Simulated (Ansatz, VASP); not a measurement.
**Two plane-wave programs on GaSb2**

```
Ga Sb
1.0
     8.25585    0.00000    0.00000
     0.00000    2.17707    2.24100
     0.00000   -2.17707    2.24100
Ga Sb
1 2
Direct
  0.00000 0.75400 0.75400
  0.31356 0.12489 0.12489
  0.68644 0.12489 0.12489
```

Change from the starting cell: the structure that the rattled cell fell into.

Alike in both runs: functional PBE; k mesh 6 × 16 × 16; occupations gaussian, width 0.1 eV; no spin polarisation.

Ansatz relaxed the structure, and its values are those at the end. VASP's run is a single point on that final structure, the one shown.

|  | VASP | Ansatz |
| --- | --- | --- |
| version | VASP 6.6.1 | Ansatz 0.2.0 |
| potentials or method | VASP PAW PBE potentials, release 64 (Ga_d, Sb), cutoff 520 eV | scalar-relativistic, plane waves, PAW |
| valence electrons in the cell | 23 | 43 |

|  | VASP | Ansatz | Ansatz less VASP |
| --- | --- | --- | --- |
| gap on the k mesh at the Fermi level (eV) | none | none | - |
| pressure (GPa) | 0.0 | 0.0 | +0.02 |

A gap of «none» marks a metal or a gap that the smearing closes. VASP's potentials hold 23 valence electrons a cell and Ansatz's 43, so a difference there can come from the potentials and not from the codes.

Spin-orbit coupling is off throughout.
